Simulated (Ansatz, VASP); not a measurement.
PbO3: VASP beside Ansatz

```
CELL_PARAMETERS angstrom
0.00000 2.80891 2.80891
2.80891 0.00000 2.80891
2.80891 2.80891 0.00000
ATOMIC_POSITIONS crystal
Pb 0.50000 0.50000 0.50000
O 0.25000 0.25000 0.25000
O 0.75000 0.75000 0.75000
O 0.00000 0.00000 0.00000
```

Alike in both runs: functional PBE; k mesh 6 × 6 × 6; occupations gaussian, width 0.1 eV; no spin polarisation.

Ansatz relaxed the structure, and its values are those at the end. VASP's run is a single point on that final structure, the one shown.

|  | VASP | Ansatz |
| --- | --- | --- |
| version | VASP 6.6.1 | Ansatz 0.2.0 |
| potentials or method | VASP PAW PBE potentials, release 64 (Pb_d, O), cutoff 520 eV | scalar-relativistic, plane waves, PAW |
| valence electrons in the cell | 32 | 32 |

|  | VASP | Ansatz | Ansatz less VASP |
| --- | --- | --- | --- |
| gap on the k mesh at the Fermi level (eV) | none | none | - |
| pressure (GPa) | 0.1 | 0.0 | -0.08 |

A gap of «none» marks a metal or a gap that the smearing closes. With one functional, cell and mesh, what is left measures potentials, basis and numerics.

Spin-orbit coupling is off throughout.
